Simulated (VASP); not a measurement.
Write the native input for VASP 6.6.1 that does the following.

```yaml
Task: single point
Functional: r2SCAN
Dispersion: D4
Potentials_or_basis: VASP PAW PBE potentials, release 64 (Fe)
Cutoff: 520 eV
k_mesh: 13 × 13 × 13
Occupations: fermi-dirac, width 0.05 eV
Spin: collinear spin, ferromagnetic start
Starting_moments: "[3.0] μB"
Dipole_correction: no
Further_INCAR_settings: ALGO = Normal; EDIFF = 1e-06; NBANDS = 14
```

Fe:

```
Fe
1.0
    -1.42350    1.42350    1.42350
     1.42350   -1.42350    1.42350
     1.42350    1.42350   -1.42350
Fe
1
Direct
  0.00000 0.00000 0.00000
```

These files were run (other wordings do the same):

POSCAR

```
Fe
1.0
   -1.4234976093      1.4234976093      1.4234976093
    1.4234976093     -1.4234976093      1.4234976093
    1.4234976093      1.4234976093     -1.4234976093
Fe
1
Direct
    0.0000000000      0.0000000000      0.0000000000
```

INCAR.step1

```
SYSTEM = Fe
  ALGO = Normal
  EDIFF = 1E-4
  ENCUT = 520
  GGA = PE
  ISMEAR = -1
  ISPIN = 2
  LASPH = .TRUE.
  LCHARG = .FALSE.
  LMAXMIX = 4
  LREAL = .FALSE.
  LWAVE = .TRUE.
  MAGMOM = 3
  NBANDS = 14
  NELM = 150
  PREC = Accurate
  SIGMA = 0.05
```

INCAR.step2

```
SYSTEM = Fe
  ALGO = Normal
  EDIFF = 1E-6
  ENCUT = 520
  ISIF = 2
  ISMEAR = -1
  ISPIN = 2
  ISTART = 1
  IVDW = 13
  LASPH = .TRUE.
  LCHARG = .FALSE.
  LMAXMIX = 4
  LMIXTAU = .TRUE.
  LORBIT = 11
  LREAL = .FALSE.
  LWAVE = .FALSE.
  MAGMOM = 3
  METAGGA = R2SCAN
  NBANDS = 14
  NELM = 150
  PREC = Accurate
  SIGMA = 0.05
  VDW_A1 = 0.51559235
  VDW_A2 = 5.77342911
  VDW_S6 = 1.0
  VDW_S8 = 0.6018749
```

KPOINTS

```
k-points
0
G
  13 13 13
  0 0 0
```

Potentials or basis: VASP PAW PBE potentials, release 64 (Fe).

The run is started by

```bash
$ cat potpaw_PBE.64/Fe/POTCAR > POTCAR
$ cp INCAR.step1 INCAR
$ mpirun -np 1 vasp_std > vasp.out
$ cp INCAR.step2 INCAR
$ mpirun -np 1 vasp_std > vasp.out
```

Results of the run:

```json
{
 "Pressure": "2.5 GPa",
 "Net moment": "2.65 μB per cell",
 "Site moments": "Fe +2.71 μB",
 "Valence electrons inside the program's atomic spheres": "Fe 7.24",
 "Dispersion energy per atom": "-0.118 eV"
}
```

Caveat: the PAW data sets were made with another functional, which shifts forces and pressure a little; pairwise dispersion overbinds metals, which lowers pressure and volume.

Run time: 72 s on 1 thread of Intel(R) Xeon(R) Platinum 8488C (Sapphire Rapids) (shared host), peak memory 0.14 GiB.
